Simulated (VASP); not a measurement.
Runs of VASP 6.6.1 on Ta. The structure is that of space group P6/mmm (No. 191), or close to it. The cells are those of the table. 

```csv
task,potentials or basis,cell,cutoff (eV),second run,gap on the mesh (eV),pressure (GPa)
single point,"VASP PAW PBE potentials, release 64 (Ta_pv)","a = 2.294, b = 2.294, c = 2.169 Å, angles 90.0, 90.0, 120.0°, 1 atom",520,-,none,435.7
single point,"VASP PAW PBE potentials, release 64 (Ta_sv_GW)","a = 2.294, b = 2.294, c = 2.169 Å, angles 90.0, 90.0, 120.0°, 1 atom",500,valence_matched,none,(a)
single point,"VASP PAW PBE potentials, release 64 (Ta_pv)","a = 2.439, b = 2.439, c = 2.303 Å, angles 90.0, 90.0, 120.0°, 1 atom",520,-,none,221.5
relaxation of shape and atoms at fixed volume,"VASP PAW PBE potentials, release 64 (Ta_pv)","relaxed from a = 2.295, b = 2.295, c = 2.168 Å, angles 90.0, 90.0, 120.0°, 1 atom",600,-,none,435.7
single point,"VASP PAW PBE potentials, release 64 (Ta_pv)","a = 2.891, b = 2.891, c = 2.732 Å, angles 90.0, 90.0, 120.0°, 1 atom",520,-,none,0.1
```

Alike in all rows: level PBE; no spin polarisation; k mesh 17 × 17 × 16; smearing fermi-dirac 0.05 eV.

Problem. Estimate the missing entries.

Solution. (a) 429.4.

Caveats: spin-orbit coupling is left out, which moves the levels of the heavy elements.

A k mesh can miss the band edges, and the runs leave out spin-orbit coupling on Ta.

A gap of «none» marks levels without a gap at the run's occupations.

The runs don't all hold the same shells in valence.
